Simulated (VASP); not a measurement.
# NaW18S36 (a cell with a defect) in VASP: notebook, part 2 of 2

VASP 6.6.1. The steps go on from the part before.

## 3. Single point, PBE

The input, INCAR:

```
ALGO = Normal
EDIFF = 1E-6
ENCUT = 400
GGA = PE
GGA_COMPAT = False
ISIF = 2
ISMEAR = -1
LASPH = True
LCHARG = False
LREAL = Auto
LWAVE = False
NBANDS = 270
NELECT = 476.0
NELM = 120
PREC = Accurate
SIGMA = 0.01
```

The input, KPOINTS:

```
Automatic mesh
0
Gamma
  1 1 1
  0.25 0.25 0.25
```

The input, POSCAR:

```
NaW18S36
1.0
    9.3812494643     -0.0000000850      0.0000000000
   -4.6906246585      8.1244003979      0.0000000000
    0.0000000000      0.0000000000     12.1647637133
W S Na
18 36 1
Direct
    0.1111111117      0.2222222217      0.2500000000
    0.2222222217      0.1111111117      0.7500000000
    0.1111111117      0.5555555567      0.2500000000
    0.2222222200      0.4444444433      0.7500000000
    0.1111111133      0.8888888900      0.2500000000
    0.2222222217      0.7777777767      0.7500000000
    0.4444444433      0.2222222200      0.2500000000
    0.5555555567      0.1111111117      0.7500000000
    0.4444444433      0.5555555550      0.2500000000
    0.5555555550      0.4444444433      0.7500000000
    0.4444444433      0.8888888900      0.2500000000
    0.5555555550      0.7777777783      0.7500000000
    0.7777777767      0.2222222217      0.2500000000
    0.8888888900      0.1111111133      0.7500000000
    0.7777777783      0.5555555550      0.2500000000
    0.8888888900      0.4444444433      0.7500000000
    0.7777777783      0.8888888900      0.2500000000
    0.8888888900      0.7777777783      0.7500000000
    0.1111111117      0.2222222217      0.6215924400
    0.2222222217      0.1111111117      0.1215924400
    0.1111111117      0.2222222217      0.8784075600
    0.2222222217      0.1111111117      0.3784075600
    0.1111111117      0.5555555567      0.6215924400
    0.2222222200      0.4444444433      0.1215924400
    0.1111111117      0.5555555567      0.8784075600
    0.2222222200      0.4444444433      0.3784075600
    0.1111111133      0.8888888900      0.6215924400
    0.2222222217      0.7777777767      0.1215924400
    0.1111111133      0.8888888900      0.8784075600
    0.2222222217      0.7777777767      0.3784075600
    0.4444444433      0.2222222200      0.6215924400
    0.5555555567      0.1111111117      0.1215924400
    0.4444444433      0.2222222200      0.8784075600
    0.5555555567      0.1111111117      0.3784075600
    0.4444444433      0.5555555550      0.6215924400
    0.5555555550      0.4444444433      0.1215924400
    0.4444444433      0.5555555550      0.8784075600
    0.5555555550      0.4444444433      0.3784075600
    0.4444444433      0.8888888900      0.6215924400
    0.5555555550      0.7777777783      0.1215924400
    0.4444444433      0.8888888900      0.8784075600
    0.5555555550      0.7777777783      0.3784075600
    0.7777777767      0.2222222217      0.6215924400
    0.8888888900      0.1111111133      0.1215924400
    0.7777777767      0.2222222217      0.8784075600
    0.8888888900      0.1111111133      0.3784075600
    0.7777777783      0.5555555550      0.6215924400
    0.8888888900      0.4444444433      0.1215924400
    0.7777777783      0.5555555550      0.8784075600
    0.8888888900      0.4444444433      0.3784075600
    0.7777777783      0.8888888900      0.6215924400
    0.8888888900      0.7777777783      0.1215924400
    0.7777777783      0.8888888900      0.8784075600
    0.8888888900      0.7777777783      0.3784075600
    0.6666666667      0.6666666667      0.0000000000
```

Potentials or basis: VASP PAW PBE potentials, release 64 (W_sv, S, Na_pv).

Launch:

```bash
cat potpaw_PBE.64/W_sv/POTCAR potpaw_PBE.64/S/POTCAR potpaw_PBE.64/Na_pv/POTCAR > POTCAR
mpirun -np 1 vasp_std > vasp.out
```

OUTCAR:

```text
EDIFF = 1E-6
   ENCUT = 400
   GGA = PE
   ISIF = 2
   ISMEAR = -1
   LASPH = True
   LREAL = Auto
   NELECT = 476.0
   NELM = 120
   PREC = Accurate

 ion  position               nearest neighbor table
   1  0.111  0.222  0.250-  20 2.39  22 2.39  24 2.39  26 2.39  44 2.39  46 2.39   7 3.13   9 3.13
                             5 3.13  17 3.13  13 3.13   3 3.13
   2  0.222  0.111  0.750-  19 2.39  21 2.39  31 2.39  33 2.39  27 2.39  29 2.39   4 3.13  10 3.13
                            14 3.13  18 3.13   8 3.13   6 3.13
   3  0.111  0.556  0.250-  28 2.39  30 2.39  24 2.39  26 2.39  48 2.39  50 2.39   9 3.13  11 3.13
                             5 3.13  15 3.13   1 3.13  13 3.13
[... 605 lines left out ...]
  external PRESSURE =     126.9971874 kB  Pullay stress =       0.0000000 kB

 VOLUME and BASIS-vectors are now :
 -----------------------------------------------------------------------------
  energy-cutoff  :      400.00
  volume of cell :      927.16
      direct lattice vectors                 reciprocal lattice vectors
     9.381249464 -0.000000085  0.000000000     0.106595610  0.061543003  0.000000000
    -4.690624658  8.124400398  0.000000000     0.000000001  0.123086007  0.000000000
     0.000000000  0.000000000 12.164763713     0.000000000  0.000000000  0.082204638

 POSITION                                       TOTAL-FORCE (eV/Angst)
 -----------------------------------------------------------------------------------
      0.00000      1.80542      3.04119         0.027127     -0.015662     -0.018643
      1.56354      0.90271      9.12357        -0.027127      0.015662      0.018643
     -1.56354      4.51356      3.04119         0.000000      0.031323     -0.018643
      0.00000      3.61084      9.12357        -0.037897     -0.021880      0.045641
     -3.12708      7.22169      3.04119         0.037897      0.021880     -0.045641
     -1.56354      6.31898      9.12357        -0.000000     -0.031323      0.018643
[... 47 lines left out ...]
      4.69062      6.31898      4.60324         0.003695      0.002133      0.763310
      3.12708      5.41627      0.00000        -0.000000     -0.000000      0.000000
 -----------------------------------------------------------------------------------
    total drift:                               -0.000009     -0.000015      0.000000

  FREE ENERGIE OF THE ION-ELECTRON SYSTEM (eV)
  ---------------------------------------------------
  free  energy   TOTEN  =      -414.1892020845 eV

  energy  without entropy=     -414.1619445220  energy(sigma->0) =     -414.17557330
```

OSZICAR:

```text
N       E                     dE             d eps       ncg     rms          rms(c)
DAV:   1     0.514843768223E+04    0.51484E+04   -0.22176E+05   588   0.149E+03
DAV:   2     0.635902523363E+02   -0.50848E+04   -0.49576E+04   604   0.461E+02
DAV:   3    -0.414506413235E+03   -0.47810E+03   -0.46583E+03   642   0.133E+02
DAV:   4    -0.436616577898E+03   -0.22110E+02   -0.21769E+02   640   0.289E+01
DAV:   5    -0.437747217824E+03   -0.11306E+01   -0.11007E+01   808   0.591E+00    0.122E+02
DAV:   6    -0.416840781639E+03    0.20906E+02   -0.12116E+02   656   0.222E+01    0.567E+01
DAV:   7    -0.414819354706E+03    0.20214E+01   -0.31453E+01   616   0.957E+00    0.179E+01
DAV:   8    -0.414218911259E+03    0.60044E+00   -0.37618E+00   616   0.461E+00    0.594E+00
DAV:   9    -0.414201044499E+03    0.17867E-01   -0.94226E-01   672   0.173E+00    0.315E+00
DAV:  10    -0.414189542174E+03    0.11502E-01   -0.21083E-01   632   0.116E+00    0.820E-01
DAV:  11    -0.414189743398E+03   -0.20122E-03   -0.32413E-02   688   0.661E-01    0.410E-01
DAV:  12    -0.414188808226E+03    0.93517E-03   -0.80663E-03   696   0.307E-01    0.201E-01
DAV:  13    -0.414189009780E+03   -0.20155E-03   -0.12944E-03   624   0.819E-02    0.103E-01
DAV:  14    -0.414189180881E+03   -0.17110E-03   -0.35973E-04   744   0.442E-02    0.404E-02
DAV:  15    -0.414189198892E+03   -0.18012E-04   -0.86169E-05   656   0.214E-02    0.318E-02
DAV:  16    -0.414189201630E+03   -0.27374E-05   -0.11454E-05   552   0.677E-03    0.927E-03
DAV:  17    -0.414189202084E+03   -0.45476E-06   -0.58039E-06   568   0.426E-03
   1 F= -.41418920E+03 E0= -.41417557E+03  d E =-.272576E-01
```

stdout:

```text
POSCAR found type information on POSCAR W S Na
 POSCAR found :  3 types and      55 ions
 scaLAPACK will be used
 LDA part: xc-table for (Slater+PW92), standard interpolation
 POSCAR, INCAR and KPOINTS ok, starting setup
 FFT: planning ... GRIDC
 FFT: planning ... GRID_SOFT
 FFT: planning ... GRID
 WAVECAR not read
 entering main loop
 the old and the new charge density differ
 old charge density:   475.00000 new  475.99999
    0.122E+02
```

Run time: 16 min. Hardware: 1 thread of Intel Xeon 8259CL, shared host; peak memory 0.73 GiB.

Results:

```
Free energy   : -414.1892 eV
Largest force : 1.585 eV/Å
```

Forces on the atoms (eV/Å):
```
W    0.027 -0.016 -0.019
W   -0.027  0.016  0.019
W    0.000  0.031 -0.019
W   -0.038 -0.022  0.046
W    0.038  0.022 -0.046
W    0.000 -0.031  0.019
W    0.000 -0.044 -0.046
W    0.027  0.016  0.019
W   -0.053 -0.030  0.158
W    0.000 -0.061 -0.158
W   -0.038  0.022 -0.046
W   -0.053  0.030 -0.158
W   -0.027 -0.016 -0.019
W    0.000  0.044  0.046
W    0.053 -0.030  0.158
W    0.038 -0.022  0.046
W    0.000  0.061  0.158
W    0.053  0.030 -0.158
S   -0.016  0.009 -0.742
S   -0.013  0.007 -0.743
S    0.013 -0.007  0.743
S    0.016 -0.009  0.742
S    0.000 -0.019 -0.742
S   -0.050 -0.029 -0.752
S    0.000  0.015  0.743
S    0.014  0.008  0.752
S   -0.014 -0.008 -0.752
S    0.000 -0.015 -0.743
S    0.050  0.029  0.752
S    0.000  0.019  0.742
S    0.000  0.016 -0.752
S    0.013  0.007 -0.743
S    0.000 -0.057  0.752
S   -0.016 -0.009  0.742
S   -0.004 -0.002 -0.763
S    0.000 -1.546  0.347
S   -1.339 -0.773 -0.347
S    0.000 -0.004  0.763
S    0.014 -0.008 -0.752
S   -1.339  0.773  0.347
S   -0.050  0.029  0.752
S   -0.004  0.002  0.763
S    0.016  0.009 -0.742
S    0.000  0.057 -0.752
S   -0.013 -0.007  0.743
S    0.000 -0.016  0.752
S    0.004 -0.002 -0.763
S    0.050 -0.029 -0.752
S    1.339 -0.773 -0.347
S   -0.014  0.008  0.752
S    0.000  0.004 -0.763
S    1.339  0.773  0.347
S    0.000  1.546 -0.347
S    0.004  0.002  0.763
Na   0.000  0.000  0.000
```

Levels at points of the mesh, in eV from the Fermi level:
```tsv
k point	band 235	band 236	band 237	band 238	band 239	band 240	band 241	band 242
(0.25, 0.25, 0.25)	-2.27	-2.23	-1.94	0.00	0.00	0.09	0.09	0.32
```

Caveat: the k points lie up to 0.77 Å⁻¹ apart; the cell carries a net charge on a neutralising background, which shifts energy and pressure; the cell is charged against a uniform background, so pressure and absolute levels hang on convention; spin-orbit coupling is left out, which moves the levels of the heavy elements.
